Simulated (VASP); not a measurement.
# PbO2 (Fm-3m) in VASP: a series of runs

Runs on PbO2. Level: r2SCAN. Tasks: single point.

All numbers are computed with VASP 6.6.1; they aren't measurements. Logs are shortened: lines on timing, memory, paths and dates and some standing lists are left out, and cuts for length are marked.

## Step 1: The cell of the first run

Symmetry: Fm-3m, No. 225, cubic system. Conventional cell: a = 5.053 Å, b = 5.053 Å, c = 5.053 Å, α = 90.00°, β = 90.00°, γ = 90.00°. Within 2.9 Å of Pb (site symmetry m-3m) lie 8 O at 2.19 Å. O (site symmetry -43m) has 4 Pb at 2.19 Å and 6 O at 2.53 Å within 2.9 Å.

## Step 2: Single point, r2SCAN

Input file POSCAR:

```
PbO2
1.0
    0.0000000000      2.5264322613      2.5264322613
    2.5264322613      0.0000000000      2.5264322613
    2.5264322613      2.5264322613      0.0000000000
Pb O
1 2
Direct
    0.0000000000      0.0000000000      0.0000000000
    0.2500000000      0.2500000000      0.2500000000
    0.7500000000      0.7500000000      0.7500000000
```

Input file INCAR.step1:

```
ALGO = Normal
EDIFF = 1E-4
ENCUT = 520
GGA = PE
ISMEAR = -1
LASPH = T
LCHARG = F
LREAL = F
LWAVE = T
NBANDS = 20
NELM = 100
PREC = Accurate
SIGMA = 0.02
```

Input file INCAR.step2:

```
ALGO = Normal
EDIFF = 1E-6
ENCUT = 520
ISIF = 2
ISMEAR = -1
ISTART = 1
LASPH = T
LCHARG = F
LMIXTAU = T
LREAL = F
LWAVE = F
METAGGA = R2SCAN
NBANDS = 20
NELM = 100
PREC = Accurate
SIGMA = 0.02
```

Input file KPOINTS:

```
k-points
0
Gamma
  6 6 6
```

Potentials or basis: VASP PAW PBE potentials, release 64 (Pb_d, O).

The run is started by

```
$ cat potpaw_PBE.64/Pb_d/POTCAR potpaw_PBE.64/O/POTCAR > POTCAR
$ cp INCAR.step1 INCAR
$ mpirun -np 1 vasp_std > vasp.out
$ cp INCAR.step2 INCAR
$ mpirun -np 1 vasp_std > vasp.out
```

OUTCAR:

```text
EDIFF = 1E-6
   ENCUT = 520
   ISIF = 2
   ISMEAR = -1
   ISTART = 1
   LASPH = T
   LREAL = F
   METAGGA = R2SCAN
   NELM = 100
   PREC = Accurate

 ion  position               nearest neighbor table
   1  0.000  0.000  0.000-   3 2.19   3 2.19   3 2.19   2 2.19   3 2.19   2 2.19   2 2.19   2 2.19

   2  0.250  0.250  0.250-   1 2.19   1 2.19   1 2.19   1 2.19
   3  0.750  0.750  0.750-   1 2.19   1 2.19   1 2.19   1 2.19

  LATTYP: Found a face centered cubic cell.
 ALAT       =     5.0528645226

  Lattice vectors:

 A1 = (   0.0000000000,   2.5264322613,   2.5264322613)
 A2 = (   2.5264322613,   0.0000000000,   2.5264322613)
 A3 = (   2.5264322613,   2.5264322613,   0.0000000000)

Analysis of symmetry for initial positions (statically):
=====================================================================
 Subroutine PRICEL returns:
 Original cell was already a primitive cell.

 Routine SETGRP: Setting up the symmetry group for a
 face centered cubic supercell.

 Subroutine GETGRP returns: Found 48 space group operations
 (whereof 48 operations were pure point group operations)
 out of a pool of 48 trial point group operations.

The static configuration has the point symmetry O_h .

Analysis of symmetry for dynamics (positions and initial velocities):
=====================================================================
 Subroutine PRICEL returns:
 Original cell was already a primitive cell.

 Routine SETGRP: Setting up the symmetry group for a
 face centered cubic supercell.

 Subroutine GETGRP returns: Found 48 space group operations
 (whereof 48 operations were pure point group operations)
 out of a pool of 48 trial point group operations.

The dynamic configuration has the point symmetry O_h .

 Subroutine INISYM returns: Found 48 space group operations
 (whereof 48 operations are pure point group operations),
 and found     1 'primitive' translations

----------------------------------------------------------------------------------------

                                     Primitive cell

  volume of cell :      32.2517

  direct lattice vectors                    reciprocal lattice vectors
     0.000000000  2.526432261  2.526432261    -0.197907542  0.197907542  0.197907542
[... 73 lines left out ...]
   ISPIN  =      1    spin polarized calculation?
   LNONCOLLINEAR =      F non collinear calculations
   LSORBIT =      F    spin-orbit coupling
   LASPH  =      T    aspherical Exc in radial PAW
   ENCUT  =  520.0 eV  38.22 Ry    6.18 a.u.   6.64  6.64  6.64*2*pi/ulx,y,z
   NELM   =    100;   NELMIN=  2; NELMDL=  0     # of ELM steps
   EDIFF  = 0.1E-05   stopping-criterion for ELM
   LREAL  =      F    real-space projection
   EDIFFG = 0.1E-04   stopping-criterion for IOM
   NSW    =      0    number of steps for IOM
   IBRION =     -1    ionic relax: 0-MD 1-quasi-New 2-CG
   NFREE  =      0    steps in history (QN), initial steepest desc. (CG)
   ISIF   =      2    stress and relaxation
   ISYM   =      2    0-nonsym 1-usesym 2-fastsym
   POTIM  = 0.5000    time-step for ionic-motion
   TEBEG  =    0.0;   TEEND  =   0.0 temperature during run
   PSTRESS=    0.0 pullay stress
   NELECT =      26.0000    total number of electrons
   NUPDOWN=      -1.0000    fix difference up-down
   EMIN   =  10.00;   EMAX   =-10.00  energy-range for DOS
   EFERMI =   0.00;   METHOD = LEGACY
   ISMEAR =    -1;   SIGMA  =   0.02  broadening in eV -4-tet -1-fermi 0-gaus
   EFERMI_NEDOS =   21; number of points for ismear=-14 and -15
   IALGO  =     38    algorithm
   IMIX   =      4    mixing-type and parameters
     AMIX     =   0.40;   BMIX     =  1.00
     AMIX_MAG =   1.60;   BMIX_MAG =  1.00
  volume/ion in A,a.u.               =      10.75        72.55
  Fermi-wavevector in a.u.,A,eV,Ry     =   1.523637  2.879257 31.585529  2.321471
  Thomas-Fermi vector in A             =   2.632053
   LORBIT       =      0    0 simple, 1 ext, 2 COOP (PROOUT), +10 PAW based schemes
   METAGGA = R2SCAN    functional components
   LHFCALC =     F    Hartree Fock is set to
   AEXX    =    0.0000 exact exchange contribution
   IVDW    =     0    specifies the selected vdW correction
   LEPSILON=     F    determine dielectric tensor
   LRPA    =     F    only Hartree local field effects (RPA)
 non-spin polarized calculation
  energy-cutoff  :      520.00
  volume of cell :       32.25
 maximum number of plane-waves:       893
 NGX is ok and might be reduce to    28
   NGX = 13   NGY = 13   NGZ = 13

 number of electron      25.9999996 magnetization

 Free energy of the ion-electron system (eV)
  ---------------------------------------------------
  ext. energy  EPLUGINS =         0.00000000
  ---------------------------------------------------
  free energy    TOTEN  =       -70.19789408 eV

  energy without entropy =      -70.19725655  energy(sigma->0) =      -70.19757532

 E-fermi :   8.1947     XC(G=0): -13.1236

 val. band max:        8.1467313178   @ k =  -0.3333   0.5000   0.1667
 cond. band min:       9.8137788447   @ k =   0.1667   0.0000   0.0000
 fundamental gap:      1.6670475268
 Fermi energy:         8.1946905609

 k-point     1 :       0.0000    0.0000    0.0000
  band No.  band energies     occupation
      1     -13.1914      2.00000
      2      -9.0379      2.00000
      3      -8.4281      2.00000
      4      -8.4281      2.00000
      5      -8.4281      2.00000
      6      -7.8459      2.00000
[... 357 lines left out ...]
     19      26.7482      0.00000
     20      26.9262      0.00000

------------------------ aborting loop because EDIFF is reached ----------------------------------------

  FORCE on cell =-STRESS in cart. coord.  units (eV):
  Direction    XX          YY          ZZ          XY          YZ          ZX
  --------------------------------------------------------------------------------------
  -------------------------------------------------------------------------------------
  Total        7.7954390      7.7954390      7.7954390     -0.0000000      0.0000000      0.0000000
  in kB      387.2560287    387.2560287    387.2560287     -0.0000000      0.0000000      0.0000000
  external PRESSURE =     387.2560287 kB  Pullay stress =       0.0000000 kB

 VOLUME and BASIS-vectors are now :
 -----------------------------------------------------------------------------
  energy-cutoff  :      520.00
  volume of cell :       32.25
      direct lattice vectors                 reciprocal lattice vectors
     0.000000000  2.526432261  2.526432261    -0.197907542  0.197907542  0.197907542
     2.526432261  0.000000000  2.526432261     0.197907542 -0.197907542  0.197907542
     2.526432261  2.526432261  0.000000000     0.197907542  0.197907542 -0.197907542

 POSITION                                       TOTAL-FORCE (eV/Angst)
 -----------------------------------------------------------------------------------
      0.00000      0.00000      0.00000         0.000000      0.000000      0.000000
      1.26322      1.26322      1.26322        -0.000000     -0.000000      0.000000
      3.78965      3.78965      3.78965         0.000000     -0.000000     -0.000000
 -----------------------------------------------------------------------------------
    total drift:                                0.000000      0.000000      0.000000

  FREE ENERGIE OF THE ION-ELECTRON SYSTEM (eV)
  ---------------------------------------------------
  free  energy   TOTEN  =       -70.1978940790 eV

  energy  without entropy=      -70.1972565511  energy(sigma->0) =      -70.19757532
```

It took 35 s on 1 thread of Intel Xeon Platinum 8559C (Emerald Rapids), shared host; peak memory 0.16 GiB.

What came out:

* Free energy: -70.1979 eV
* Pressure: 38.7 GPa
* Band gap on the k mesh: zero (band 13 reaches 8.15 eV, above the bottom of band 14 at 7.51 eV)

Levels at points of the mesh, in eV from the Fermi level:
```tsv
k point	band 11	band 12	band 13	band 14	band 15	band 16
(0.00, 0.00, 0.00)	-1.77	-1.77	-1.77	-0.69	8.20	8.20
(0.50, 0.00, 0.00)	-3.78	-1.79	-1.79	4.38	8.30	12.00
(0.50, 0.50, 0.00)	-0.55	-0.23	-0.23	3.00	8.39	10.33
```

Caveat: the PAW data sets were made with another functional, which shifts forces and pressure a little; spin-orbit coupling is left out, which moves the levels of the heavy elements.

## Step 3: Single point, r2SCAN

This run uses another cell than the first one, of 11.09 Å³/atom, 1.032 times its volume.

Input file POSCAR:

```
PbO2
1.0
    0.0000000000      2.5527511581      2.5527511581
    2.5527511581      0.0000000000      2.5527511581
    2.5527511581      2.5527511581      0.0000000000
Pb O
1 2
Direct
    0.0000000000      0.0000000000      0.0000000000
    0.2500000000      0.2500000000      0.2500000000
    0.7500000000      0.7500000000      0.7500000000
```

Input file INCAR.step1:

```
SYSTEM = PbO2
  PREC = Accurate
  ENCUT = 520
  ISMEAR = -1
  SIGMA = 0.02
  LREAL = .False.
  LASPH = .True.
  NELM = 80
  NBANDS = 20
  GGA = PE
  ALGO = Normal
  EDIFF = 1E-4
  LWAVE = .True.
  LCHARG = .False.
```

Input file INCAR.step2:

```
SYSTEM = PbO2
  PREC = Accurate
  ENCUT = 520
  EDIFF = 1E-6
  ISMEAR = -1
  SIGMA = 0.02
  LREAL = .False.
  LASPH = .True.
  NELM = 80
  ALGO = Normal
  ISIF = 2
  LWAVE = .False.
  LCHARG = .True.
  METAGGA = R2SCAN
  LMIXTAU = .True.
  LELF = .True.
  LVHAR = .True.
  NBANDS = 20
  ISTART = 1
```

Input file KPOINTS:

```
Automatic mesh
0
Gamma
  6 6 6
  0 0 0
```

Potentials or basis: VASP PAW PBE potentials, release 64 (Pb_d, O).

The run is started by

```
$ cat potpaw_PBE.64/Pb_d/POTCAR potpaw_PBE.64/O/POTCAR > POTCAR
$ cp INCAR.step1 INCAR
$ mpirun -np 1 vasp_std > vasp.out
$ cp INCAR.step2 INCAR
$ mpirun -np 1 vasp_std > vasp.out
```

OUTCAR:

```text
SYSTEM = PbO2
   PREC = Accurate
   ENCUT = 520
   EDIFF = 1E-6
   ISMEAR = -1
   LREAL = .False.
   LASPH = .True.
   NELM = 80
   ISIF = 2
   METAGGA = R2SCAN
   ISTART = 1

 ion  position               nearest neighbor table
   1  0.000  0.000  0.000-   3 2.21   2 2.21   3 2.21   2 2.21   3 2.21   3 2.21   2 2.21   2 2.21

   2  0.250  0.250  0.250-   1 2.21   1 2.21   1 2.21   1 2.21
   3  0.750  0.750  0.750-   1 2.21   1 2.21   1 2.21   1 2.21

  LATTYP: Found a face centered cubic cell.
 ALAT       =     5.1055023162

  Lattice vectors:

 A1 = (   0.0000000000,   2.5527511581,   2.5527511581)
 A2 = (   2.5527511581,   0.0000000000,   2.5527511581)
 A3 = (   2.5527511581,   2.5527511581,   0.0000000000)

Analysis of symmetry for initial positions (statically):
=====================================================================
 Subroutine PRICEL returns:
 Original cell was already a primitive cell.

 Routine SETGRP: Setting up the symmetry group for a
 face centered cubic supercell.

 Subroutine GETGRP returns: Found 48 space group operations
[... 153 lines left out ...]
  free energy    TOTEN  =       -70.41378911 eV

  energy without entropy =      -70.41315152  energy(sigma->0) =      -70.41347031

 E-fermi :   7.7127     XC(G=0): -12.9293

 val. band max:        7.6647585520   @ k =  -0.3333   0.5000   0.1667
 cond. band min:       9.1206411857   @ k =   0.1667   0.0000   0.0000
 fundamental gap:      1.4558826338
 Fermi energy:         7.7127185586

 k-point     1 :       0.0000    0.0000    0.0000
  band No.  band energies     occupation
      1     -13.3435      2.00000
      2      -9.4332      2.00000
      3      -8.8248      2.00000
      4      -8.8248      2.00000
      5      -8.8248      2.00000
      6      -8.3105      2.00000
[... 357 lines left out ...]
     19      26.1886      0.00000
     20      26.2135      0.00000

------------------------ aborting loop because EDIFF is reached ----------------------------------------

  FORCE on cell =-STRESS in cart. coord.  units (eV):
  Direction    XX          YY          ZZ          XY          YZ          ZX
  --------------------------------------------------------------------------------------
  -------------------------------------------------------------------------------------
  Total        5.9956761      5.9956761      5.9956761     -0.0000000     -0.0000000      0.0000000
  in kB      288.7309256    288.7309256    288.7309256     -0.0000000     -0.0000000      0.0000000
  external PRESSURE =     288.7309256 kB  Pullay stress =       0.0000000 kB

 VOLUME and BASIS-vectors are now :
 -----------------------------------------------------------------------------
  energy-cutoff  :      520.00
  volume of cell :       33.27
      direct lattice vectors                 reciprocal lattice vectors
     0.000000000  2.552751158  2.552751158    -0.195867113  0.195867113  0.195867113
     2.552751158  0.000000000  2.552751158     0.195867113 -0.195867113  0.195867113
     2.552751158  2.552751158  0.000000000     0.195867113  0.195867113 -0.195867113

 POSITION                                       TOTAL-FORCE (eV/Angst)
 -----------------------------------------------------------------------------------
      0.00000      0.00000      0.00000         0.000000      0.000000      0.000000
      1.27638      1.27638      1.27638         0.000000      0.000000     -0.000000
      3.82913      3.82913      3.82913        -0.000000     -0.000000      0.000000
 -----------------------------------------------------------------------------------
    total drift:                                0.000000     -0.000000      0.000000

  FREE ENERGIE OF THE ION-ELECTRON SYSTEM (eV)
  ---------------------------------------------------
  free  energy   TOTEN  =       -70.4137891074 eV

  energy  without entropy=      -70.4131515221  energy(sigma->0) =      -70.41347031
```

OUTCAR.step1:

```text
SYSTEM = PbO2
   PREC = Accurate
   ENCUT = 520
   ISMEAR = -1
   LREAL = .False.
   LASPH = .True.
   NELM = 80
[... 580 lines left out ...]
      0.00000      0.00000      0.00000         0.000000      0.000000      0.000000
      1.27638      1.27638      1.27638        -0.000000      0.000000     -0.000000
      3.82913      3.82913      3.82913         0.000000     -0.000000      0.000000
 -----------------------------------------------------------------------------------
    total drift:                                0.000000      0.000000      0.000000

  FREE ENERGIE OF THE ION-ELECTRON SYSTEM (eV)
  ---------------------------------------------------
  free  energy   TOTEN  =       -15.0141428979 eV

  energy  without entropy=      -15.0135052452  energy(sigma->0) =      -15.01382407
```

OSZICAR.step1:

```text
N       E                     dE             d eps       ncg     rms          rms(c)
DAV:   1     0.262964858712E+03    0.26296E+03   -0.14000E+04   664   0.167E+03
DAV:   2     0.555422802713E+01   -0.25741E+03   -0.24549E+03   680   0.438E+02
DAV:   3    -0.175097477284E+02   -0.23064E+02   -0.22748E+02   756   0.133E+02
DAV:   4    -0.181332151585E+02   -0.62347E+00   -0.62292E+00   732   0.214E+01
DAV:   5    -0.181507227815E+02   -0.17508E-01   -0.17507E-01   816   0.373E+00    0.104E+01
DAV:   6    -0.150012287684E+02    0.31495E+01   -0.10826E+01   944   0.485E+01    0.267E+00
DAV:   7    -0.150261199377E+02   -0.24891E-01   -0.60647E-01   676   0.706E+00    0.175E+00
DAV:   8    -0.150208990697E+02    0.52209E-02   -0.10633E-01   776   0.438E+00    0.647E-01
DAV:   9    -0.150134508867E+02    0.74482E-02   -0.25307E-02   988   0.260E+00    0.823E-02
DAV:  10    -0.150141325566E+02   -0.68167E-03   -0.25494E-03   696   0.356E-01    0.413E-02
DAV:  11    -0.150141428979E+02   -0.10341E-04   -0.54270E-05   608   0.747E-02
   1 F= -.15014143E+02 E0= -.15013824E+02  d E =-.637653E-03
```

Run time: 40 s. Hardware: 1 thread of Intel Xeon Platinum 8559C (Emerald Rapids), shared host; peak memory 0.16 GiB.

Results:

- Free energy: -70.4138 eV
- Pressure: 28.9 GPa
- Band gap on the k mesh: zero (band 13 reaches 7.66 eV, above the bottom of band 14 at 6.71 eV)

Levels at points of the mesh, in eV from the Fermi level:
```tsv
k point	band 9	band 10	band 11	band 12	band 13	band 14	band 15	band 16	band 17	band 18
(0.00, 0.00, 0.00)	-2.35	-2.35	-1.68	-1.68	-1.68	-1.00	8.11	8.11	8.11	12.87
(0.50, 0.00, 0.00)	-4.19	-3.62	-3.62	-1.75	-1.75	4.11	8.21	11.71	11.71	16.70
(0.50, 0.50, 0.00)	-5.73	-5.73	-0.50	-0.22	-0.22	2.82	8.12	10.22	13.51	13.51
```

Caveat: the PAW data sets were made with another functional, which shifts forces and pressure a little; spin-orbit coupling is left out, which moves the levels of the heavy elements.

## Step 4: Single point, r2SCAN

This run uses another cell than the first one, of 11.43 Å³/atom, 1.063 times its volume.

Input file POSCAR:

```
PbO2
1.0
    0.0000000000      2.5785382687      2.5785382687
    2.5785382687      0.0000000000      2.5785382687
    2.5785382687      2.5785382687      0.0000000000
Pb O
1 2
Direct
    0.0000000000      0.0000000000      0.0000000000
    0.2500000000      0.2500000000      0.2500000000
    0.7500000000      0.7500000000      0.7500000000
```

Input file INCAR.step1:

```
PREC = Accurate
ENCUT = 520
ISMEAR = -1
SIGMA = 0.02
LREAL = F
LASPH = T
NELM = 60
NBANDS = 20
GGA = PE
ALGO = Normal
EDIFF = 1E-4
LWAVE = T
LCHARG = F
```

Input file INCAR.step2:

```
PREC = Accurate
ENCUT = 520
EDIFF = 1E-7
ISMEAR = -1
SIGMA = 0.02
LREAL = F
LASPH = T
NELM = 60
ALGO = Normal
ISIF = 2
LWAVE = F
LCHARG = F
METAGGA = R2SCAN
LMIXTAU = T
NBANDS = 20
ISTART = 1
```

Input file KPOINTS:

```
regular mesh
0
Gamma
  6 6 6
```

The run is started by

```
$ cat potpaw_PBE.64/Pb_d/POTCAR potpaw_PBE.64/O/POTCAR > POTCAR
$ cp INCAR.step1 INCAR
$ mpirun -np 1 vasp_std > vasp.out
$ cp INCAR.step2 INCAR
$ mpirun -np 1 vasp_std > vasp.out
```

Wall time 42 s (1 thread of Intel Xeon Platinum 8559C (Emerald Rapids), shared host); peak memory 0.16 GiB.

The run converged. Its results:

- Free energy: -70.5718 eV
- Pressure: 20.5 GPa
- Band gap on the k mesh: zero (band 13 reaches 7.21 eV, above the bottom of band 14 at 5.96 eV)

Levels at points of the mesh, in eV from the Fermi level:
```csv
k point,band 11,band 12,band 13,band 14,band 15,band 16
"(0.00, 0.00, 0.00)",-1.60,-1.60,-1.60,-1.30,8.02,8.02
"(0.50, 0.00, 0.00)",-3.47,-1.70,-1.70,3.86,8.12,11.44
"(0.50, 0.50, 0.00)",-0.45,-0.21,-0.21,2.65,7.87,10.13
```

Caveat: the PAW data sets were made with another functional, which shifts forces and pressure a little; spin-orbit coupling is left out, which moves the levels of the heavy elements.

(Part 1 of 2 ends here.)
